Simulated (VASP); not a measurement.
# Al3Cu (Pmmm) in VASP: further runs

Al3Cu is run at these levels: r2SCAN; tasks: single point.

All numbers are computed with VASP 6.6.1; they aren't measurements. Logs are shortened: lines on timing, memory, paths and dates and some standing lists are left out, and cuts for length are marked.

## Step 1: The cell of the first run

The structure is orthorhombic, space group Pmmm (No. 47). Conventional cell: a = 2.711 Å, b = 2.836 Å, c = 7.592 Å, α = 90.00°, β = 90.00°, γ = 90.00°. Al (site symmetry mmm) has 12 Al at 2.71 to 2.88 Å within 3.6 Å. Al (site symmetry mm2) has 4 Cu at 2.59 Å and 9 Al at 2.71 to 3.38 Å within 3.4 Å. Cu (site symmetry mmm) has 8 Al at 2.59 Å and 4 Cu at 2.71 to 2.84 Å within 3.4 Å.

## Step 2: Single point, r2SCAN (strain +0.0225 x Voigt [1, -1, 0, 0, 0, 0])

The input, POSCAR:

```
Al3Cu
1.0
    2.8361909332      0.0000000000      0.0000000000
    0.0000000000      2.7113707944      0.0000000000
    0.0000000000      0.0000000000      7.5918631133
Al Cu
3 1
Direct
    0.0000000000      0.0000000000      0.5000000000
    0.5000000000      0.5000000000      0.2226430006
    0.5000000000      0.5000000000      0.7773569994
    0.0000000000      0.0000000000      0.0000000000
```

The input, INCAR.step1:

```
ALGO = Normal
EDIFF = 1E-4
ENCUT = 520
GGA = PE
ISMEAR = 0
LASPH = T
LCHARG = F
LREAL = F
LWAVE = T
NBANDS = 18
NELM = 60
PREC = Accurate
SIGMA = 0.15
```

The input, INCAR.step2:

```
ALGO = Normal
EDIFF = 1E-6
ENCUT = 520
ISIF = 2
ISMEAR = 0
ISTART = 1
LASPH = T
LCHARG = F
LMIXTAU = T
LREAL = F
LWAVE = F
METAGGA = R2SCAN
NBANDS = 18
NELM = 60
PREC = Accurate
SIGMA = 0.15
```

The input, KPOINTS:

```
k-points
0
Gamma
  18 18 6
```

Potentials or basis: VASP PAW PBE potentials, release 64 (Al, Cu).

Started as:

```console
$ cat potpaw_PBE.64/Al/POTCAR potpaw_PBE.64/Cu/POTCAR > POTCAR
$ cp INCAR.step1 INCAR
$ mpirun -np 1 vasp_std > vasp.out
$ cp INCAR.step2 INCAR
$ mpirun -np 1 vasp_std > vasp.out
```

OUTCAR:

```text
EDIFF = 1E-6
   ENCUT = 520
   ISIF = 2
   ISMEAR = 0
   ISTART = 1
   LASPH = T
   LREAL = F
   METAGGA = R2SCAN
   NELM = 60
   PREC = Accurate

 ion  position               nearest neighbor table
   1  0.000  0.000  0.500-   2 2.88   3 2.88   2 2.88   3 2.88   2 2.88   3 2.88   2 2.88   3 2.88

   2  0.500  0.500  0.223-   4 2.59   4 2.59   4 2.59   4 2.59   1 2.88   1 2.88   1 2.88   1 2.88

   3  0.500  0.500  0.777-   4 2.59   4 2.59   4 2.59   4 2.59   1 2.88   1 2.88   1 2.88   1 2.88

   4  0.000  0.000  0.000-   2 2.59   3 2.59   2 2.59   3 2.59   2 2.59   3 2.59   2 2.59   3 2.59

  LATTYP: Found a simple orthorhombic cell.
 ALAT       =     2.7113707944
 B/A-ratio  =     1.0460358056
 C/A-ratio  =     2.8000091795

  Lattice vectors:

 A1 = (   0.0000000000,  -2.7113707944,   0.0000000000)
 A2 = (   2.8361909332,   0.0000000000,   0.0000000000)
 A3 = (   0.0000000000,   0.0000000000,   7.5918631133)

Analysis of symmetry for initial positions (statically):
=====================================================================
 Subroutine PRICEL returns:
 Original cell was already a primitive cell.

 Routine SETGRP: Setting up the symmetry group for a
 simple orthorhombic supercell.

 Subroutine GETGRP returns: Found  8 space group operations
 (whereof  8 operations were pure point group operations)
 out of a pool of  8 trial point group operations.

The static configuration has the point symmetry D_2h.

Analysis of symmetry for dynamics (positions and initial velocities):
=====================================================================
 Subroutine PRICEL returns:
 Original cell was already a primitive cell.

 Routine SETGRP: Setting up the symmetry group for a
 simple orthorhombic supercell.

 Subroutine GETGRP returns: Found  8 space group operations
 (whereof  8 operations were pure point group operations)
 out of a pool of  8 trial point group operations.

The dynamic configuration has the point symmetry D_2h.

 Subroutine INISYM returns: Found  8 space group operations
 (whereof  8 operations are pure point group operations),
 and found     1 'primitive' translations

----------------------------------------------------------------------------------------

                                     Primitive cell
[... 88 lines left out ...]
   ICHARG =      0    charge: 1-file 2-atom 10-const
   ISPIN  =      1    spin polarized calculation?
   LNONCOLLINEAR =      F non collinear calculations
   LSORBIT =      F    spin-orbit coupling
   LASPH  =      T    aspherical Exc in radial PAW
   ENCUT  =  520.0 eV  38.22 Ry    6.18 a.u.   5.27  5.04 14.12*2*pi/ulx,y,z
   NELM   =     60;   NELMIN=  2; NELMDL=  0     # of ELM steps
   EDIFF  = 0.1E-05   stopping-criterion for ELM
   LREAL  =      F    real-space projection
   EDIFFG = 0.1E-04   stopping-criterion for IOM
   NSW    =      0    number of steps for IOM
   IBRION =     -1    ionic relax: 0-MD 1-quasi-New 2-CG
   NFREE  =      0    steps in history (QN), initial steepest desc. (CG)
   ISIF   =      2    stress and relaxation
   ISYM   =      2    0-nonsym 1-usesym 2-fastsym
   POTIM  = 0.5000    time-step for ionic-motion
   TEBEG  =    0.0;   TEEND  =   0.0 temperature during run
   PSTRESS=    0.0 pullay stress
   NELECT =      20.0000    total number of electrons
   NUPDOWN=      -1.0000    fix difference up-down
   EMIN   =  10.00;   EMAX   =-10.00  energy-range for DOS
   EFERMI =   0.00;   METHOD = LEGACY
   ISMEAR =     0;   SIGMA  =   0.15  broadening in eV -4-tet -1-fermi 0-gaus
   EFERMI_NEDOS =   21; number of points for ismear=-14 and -15
   IALGO  =     38    algorithm
   IMIX   =      4    mixing-type and parameters
     AMIX     =   0.40;   BMIX     =  1.00
     AMIX_MAG =   1.60;   BMIX_MAG =  1.00
  volume/ion in A,a.u.               =      14.60        98.49
  Fermi-wavevector in a.u.,A,eV,Ry     =   1.145497  2.164675 17.853063  1.312163
  Thomas-Fermi vector in A             =   2.282185
   LORBIT       =      0    0 simple, 1 ext, 2 COOP (PROOUT), +10 PAW based schemes
   METAGGA = R2SCAN    functional components
   LHFCALC =     F    Hartree Fock is set to
   AEXX    =    0.0000 exact exchange contribution
   IVDW    =     0    specifies the selected vdW correction
   LEPSILON=     F    determine dielectric tensor
   LRPA    =     F    only Hartree local field effects (RPA)
 non-spin polarized calculation
 Gauss-broadening in eV      SIGMA  =   0.15
  energy-cutoff  :      520.00
  volume of cell :       58.38
 maximum number of plane-waves:      1596
 NGX is ok and might be reduce to    24
   NGX = 11   NGY = 11   NGZ = 29

 number of electron      19.9999990 magnetization

 Free energy of the ion-electron system (eV)
  ---------------------------------------------------
  ext. energy  EPLUGINS =         0.00000000
  ---------------------------------------------------
  free energy    TOTEN  =       -31.39860996 eV

  energy without entropy =      -31.38399431  energy(sigma->0) =      -31.39130214

 E-fermi :   8.5148     XC(G=0): -11.6959

 val. band max:        8.5130434137   @ k =   0.2778   0.5000   0.3333
 cond. band min:       8.5154927589   @ k =   0.4444   0.3889   0.0000
 fundamental gap:      0.0024493453
 Fermi energy:         8.5147697921

 k-point     1 :       0.0000    0.0000    0.0000
  band No.  band energies     occupation
      1      -3.4069      2.00000
      2      -0.8682      2.00000
      3      -0.5106      2.00000
      4       3.7883      2.00000
      5       3.8741      2.00000
      6       4.6656      2.00000
[... 481 lines left out ...]
      5       4.0632      2.00000
      6       4.4202      2.00000
[... 10 lines left out ...]
     17      19.6344      0.00000
     18      20.6406      0.00000

 [... further k-points ...]
[... 5 lines left out ...]
  --------------------------------------------------------------------------------------
  -------------------------------------------------------------------------------------
  Total       -1.1070681      1.2856413     -0.1556484      0.0000000      0.0000000      0.0000000
  in kB      -30.3817061     35.2823612     -4.2715205      0.0000000      0.0000000      0.0000000
  external PRESSURE =       0.2097115 kB  Pullay stress =       0.0000000 kB

 VOLUME and BASIS-vectors are now :
 -----------------------------------------------------------------------------
  energy-cutoff  :      520.00
  volume of cell :       58.38
      direct lattice vectors                 reciprocal lattice vectors
     2.836190933  0.000000000  0.000000000     0.352585571  0.000000000  0.000000000
     0.000000000  2.711370794  0.000000000     0.000000000  0.368817132  0.000000000
     0.000000000  0.000000000  7.591863113     0.000000000  0.000000000  0.131719972

 POSITION                                       TOTAL-FORCE (eV/Angst)
 -----------------------------------------------------------------------------------
      0.00000      0.00000      3.79593         0.000000     -0.000000      0.000000
      1.41810      1.35569      1.69028        -0.000000     -0.000000      0.042325
      1.41810      1.35569      5.90159         0.000000      0.000000     -0.042325
      0.00000      0.00000      0.00000         0.000000     -0.000000      0.000000
 -----------------------------------------------------------------------------------
    total drift:                                0.000000      0.000000     -0.000000

  FREE ENERGIE OF THE ION-ELECTRON SYSTEM (eV)
  ---------------------------------------------------
  free  energy   TOTEN  =       -31.3986099573 eV

  energy  without entropy=      -31.3839943138  energy(sigma->0) =      -31.39130214
```

OUTCAR.step1:

```text
EDIFF = 1E-4
   ENCUT = 520
   GGA = PE
   ISMEAR = 0
[... 738 lines left out ...]
      0.00000      0.00000      3.79593        -0.000000     -0.000000      0.000000
      1.41810      1.35569      1.69028         0.000000     -0.000000      0.115549
      1.41810      1.35569      5.90159        -0.000000      0.000000     -0.115549
      0.00000      0.00000      0.00000        -0.000000     -0.000000      0.000000
 -----------------------------------------------------------------------------------
    total drift:                                0.000000      0.000000     -0.000000

  FREE ENERGIE OF THE ION-ELECTRON SYSTEM (eV)
  ---------------------------------------------------
  free  energy   TOTEN  =       -15.2975860662 eV

  energy  without entropy=      -15.2816345393  energy(sigma->0) =      -15.28961030
```

OSZICAR.step1:

```text
N       E                     dE             d eps       ncg     rms          rms(c)
DAV:   1     0.745239569792E+02    0.74524E+02   -0.83216E+03 14492   0.115E+03
DAV:   2    -0.135857897922E+02   -0.88110E+02   -0.81567E+02 14838   0.213E+02
DAV:   3    -0.179708625517E+02   -0.43851E+01   -0.42131E+01 19880   0.529E+01
DAV:   4    -0.180724294346E+02   -0.10157E+00   -0.10115E+00 20424   0.662E+00
DAV:   5    -0.180749816054E+02   -0.25522E-02   -0.25519E-02 21108   0.105E+00    0.174E+01
DAV:   6    -0.241674543338E+02   -0.60925E+01   -0.10272E+02 18330   0.273E+02    0.158E+01
DAV:   7    -0.160133113431E+02    0.81541E+01   -0.22134E+01 20138   0.850E+01    0.540E+00
DAV:   8    -0.153006928166E+02    0.71262E+00   -0.36875E+00 21022   0.538E+01    0.110E+00
DAV:   9    -0.153201686470E+02   -0.19476E-01   -0.24189E-01 22664   0.446E+00    0.110E+00
DAV:  10    -0.152977117038E+02    0.22457E-01   -0.70680E-02 19648   0.760E+00    0.168E-01
DAV:  11    -0.152981610060E+02   -0.44930E-03   -0.28531E-03 22792   0.751E-01    0.176E-01
DAV:  12    -0.152975972586E+02    0.56375E-03   -0.12460E-03 19750   0.101E+00    0.543E-02
DAV:  13    -0.152975860662E+02    0.11192E-04   -0.70779E-05  9460   0.924E-02
   1 F= -.15297586E+02 E0= -.15289610E+02  d E =-.159515E-01
```

Run time: 18 min. Hardware: 1 thread of Intel Xeon 8259CL, shared host; peak memory 0.48 GiB.

What came out:

```yaml
Free_energy: -31.3986 eV
Pressure: 0.0 GPa
Largest_force: 0.042 eV/Å
Band_gap_on_the_k_mesh: zero (bands 10 and 11 overlap by 6.58 eV)
```

Forces in eV/Å, atoms in the order of the input:
```
Al   0.000  0.000  0.000
Al   0.000  0.000  0.042
Al   0.000  0.000 -0.042
Cu   0.000  0.000  0.000
```

Caveat: the cell differs from its parent crystal (strain +0.0225 x Voigt [1, -1, 0, 0, 0, 0]); the PAW data sets were made with another functional, which shifts forces and pressure a little.

## Step 3: Single point, r2SCAN (strain +0.0075 x Voigt [1, -1, 0, 0, 0, 0])

POSCAR, as its differences from that of step 2:

```diff
@@ -2,4 +2,4 @@
 1.0
-    2.8361909332      0.0000000000      0.0000000000
-    0.0000000000      2.7113707944      0.0000000000
+    2.7945842203      0.0000000000      0.0000000000
+    0.0000000000      2.7529775073      0.0000000000
     0.0000000000      0.0000000000      7.5918631133
```

The input, INCAR.step1:

```
SYSTEM = Al3Cu
PREC = Accurate
ENCUT = 520
ISMEAR = 0
SIGMA = 0.15
LREAL = .False.
LASPH = .True.
NELM = 60
NBANDS = 18
GGA = PE
ALGO = Normal
EDIFF = 1E-4
LWAVE = .True.
LCHARG = .False.
```

The input, INCAR.step2:

```
SYSTEM = Al3Cu
PREC = Accurate
ENCUT = 520
EDIFF = 1E-6
ISMEAR = 0
SIGMA = 0.15
LREAL = .False.
LASPH = .True.
NELM = 60
ALGO = Normal
ISIF = 2
LWAVE = .False.
LCHARG = .True.
METAGGA = R2SCAN
LMIXTAU = .True.
LELF = .True.
LVHAR = .True.
NBANDS = 18
ISTART = 1
```

The input, KPOINTS:

```
Automatic mesh
0
Gamma
  18 18 6
  0 0 0
```

Potentials or basis: VASP PAW PBE potentials, release 64 (Al, Cu).

Started as:

```console
$ cat potpaw_PBE.64/Al/POTCAR potpaw_PBE.64/Cu/POTCAR > POTCAR
$ cp INCAR.step1 INCAR
$ mpirun -np 1 vasp_std > vasp.out
$ cp INCAR.step2 INCAR
$ mpirun -np 1 vasp_std > vasp.out
```

OUTCAR:

```text
SYSTEM = Al3Cu
   PREC = Accurate
   ENCUT = 520
   EDIFF = 1E-6
   ISMEAR = 0
   LREAL = .False.
   LASPH = .True.
   NELM = 60
   ISIF = 2
   METAGGA = R2SCAN
   ISTART = 1

 ion  position               nearest neighbor table
   1  0.000  0.000  0.500-   2 2.88   3 2.88   2 2.88   3 2.88   2 2.88   3 2.88   2 2.88   3 2.88

   2  0.500  0.500  0.223-   4 2.59   4 2.59   4 2.59   4 2.59   1 2.88   1 2.88   1 2.88   1 2.88

   3  0.500  0.500  0.777-   4 2.59   4 2.59   4 2.59   4 2.59   1 2.88   1 2.88   1 2.88   1 2.88

[... 701 lines left out ...]
     18      20.6612      0.00000

 [... further k-points ...]
[... 5 lines left out ...]
  --------------------------------------------------------------------------------------
  -------------------------------------------------------------------------------------
  Total       -0.5386155      0.4237260     -0.0942816      0.0000000      0.0000000      0.0000000
  in kB      -14.7747872     11.6232477     -2.5862417      0.0000000      0.0000000      0.0000000
  external PRESSURE =      -1.9125937 kB  Pullay stress =       0.0000000 kB

 VOLUME and BASIS-vectors are now :
 -----------------------------------------------------------------------------
  energy-cutoff  :      520.00
  volume of cell :       58.41
      direct lattice vectors                 reciprocal lattice vectors
     2.794584220  0.000000000  0.000000000     0.357834984  0.000000000  0.000000000
     0.000000000  2.752977507  0.000000000     0.000000000  0.363243069  0.000000000
     0.000000000  0.000000000  7.591863113     0.000000000  0.000000000  0.131719972

 POSITION                                       TOTAL-FORCE (eV/Angst)
 -----------------------------------------------------------------------------------
      0.00000      0.00000      3.79593         0.000000     -0.000000      0.000000
      1.39729      1.37649      1.69028         0.000000     -0.000000      0.054770
      1.39729      1.37649      5.90159         0.000000      0.000000     -0.054770
      0.00000      0.00000      0.00000         0.000000     -0.000000      0.000000
 -----------------------------------------------------------------------------------
    total drift:                                0.000000      0.000000     -0.000000

  FREE ENERGIE OF THE ION-ELECTRON SYSTEM (eV)
  ---------------------------------------------------
  free  energy   TOTEN  =       -31.4248996769 eV

  energy  without entropy=      -31.4114275094  energy(sigma->0) =      -31.41816359
```

OUTCAR.step1:

```text
SYSTEM = Al3Cu
   PREC = Accurate
   ENCUT = 520
   ISMEAR = 0
   LREAL = .False.
   LASPH = .True.
[... 738 lines left out ...]
      1.39729      1.37649      1.69028         0.000000      0.000000      0.123160
      1.39729      1.37649      5.90159        -0.000000     -0.000000     -0.123160
      0.00000      0.00000      0.00000        -0.000000      0.000000     -0.000000
 -----------------------------------------------------------------------------------
    total drift:                                0.000000      0.000000     -0.000000

  FREE ENERGIE OF THE ION-ELECTRON SYSTEM (eV)
  ---------------------------------------------------
  free  energy   TOTEN  =       -15.3227049762 eV

  energy  without entropy=      -15.3081411227  energy(sigma->0) =      -15.31542305
```

Run time: 20 min. Hardware: 1 thread of Intel Xeon 8259CL, shared host; peak memory 0.48 GiB.

What came out:

```yaml
Free_energy: -31.4249 eV
Pressure: -0.2 GPa
Largest_force: 0.055 eV/Å
Band_gap_on_the_k_mesh: zero (bands 10 and 11 overlap by 6.44 eV)
```

Forces on the atoms (eV/Å):
```
Al   0.000  0.000  0.000
Al   0.000  0.000  0.055
Al   0.000  0.000 -0.055
Cu   0.000  0.000  0.000
```

Caveat: the cell differs from its parent crystal (strain +0.0075 x Voigt [1, -1, 0, 0, 0, 0]); the PAW data sets were made with another functional, which shifts forces and pressure a little.
